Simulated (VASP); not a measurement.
Set up this calculation in VASP 6.6.1, as the native input.

```
Task                   : single point
Functional             : PBEsol
Potentials or basis    : VASP PAW PBE potentials, release 64 (Ir_sv_GW)
Cutoff                 : 560 eV
k mesh                 : 24 × 24 × 24
Occupations            : fermi-dirac, width 0.05 eV
Spin                   : no spin polarisation
Dipole correction      : no
Further INCAR settings : ALGO = Normal; EDIFF = 1e-06; NBANDS = 14
```

The structure of Ir lies in POSCAR:

```
Ir
1.0
    0.0000000000      1.9120268352      1.9120268352
    1.9120268352      0.0000000000      1.9120268352
    1.9120268352      1.9120268352      0.0000000000
Ir
1
Direct
    0.0000000000      0.0000000000      0.0000000000
```

One way to write it, as run:

INCAR

```
ALGO     = Normal         # electronic algorithm
EDIFF    = 1E-6           # SCF threshold, eV
ENCUT    = 560            # plane-wave cutoff, eV
GGA      = PS             # functional
GGA_COMPAT= False        
ISIF     = 2              # what is computed and relaxed
ISMEAR   = -1             # smearing method
LASPH    = True           # aspherical terms in the spheres
LCHARG   = False          # write CHGCAR
LREAL    = False          # projectors in reciprocal space
LWAVE    = False          # write WAVECAR
NBANDS   = 14             # bands
NELM     = 120            # most SCF steps
PREC     = Accurate       # precision mode
SIGMA    = 0.05           # smearing width, eV
```

KPOINTS

```
k-points
0
Gamma
  24 24 24
```

Potentials or basis: VASP PAW PBE potentials, release 64 (Ir_sv_GW).

The run is started by

```console
$ cat potpaw_PBE.64/Ir_sv_GW/POTCAR > POTCAR
$ mpirun -np 1 vasp_std > vasp.out
```

It gave:

```yaml
Pressure: 0.1 GPa
Band_gap_on_the_k_mesh: zero (an odd number of electrons rules out a gap without spin polarisation)
```

Caveat: the PAW data sets were made with another functional, which shifts forces and pressure a little; spin-orbit coupling is left out, which moves the levels of the heavy elements.

Run time: 71 s on 1 thread of AMD EPYC 7R13 Processor (Zen 3), with other jobs on the host, peak memory 0.2 GiB.
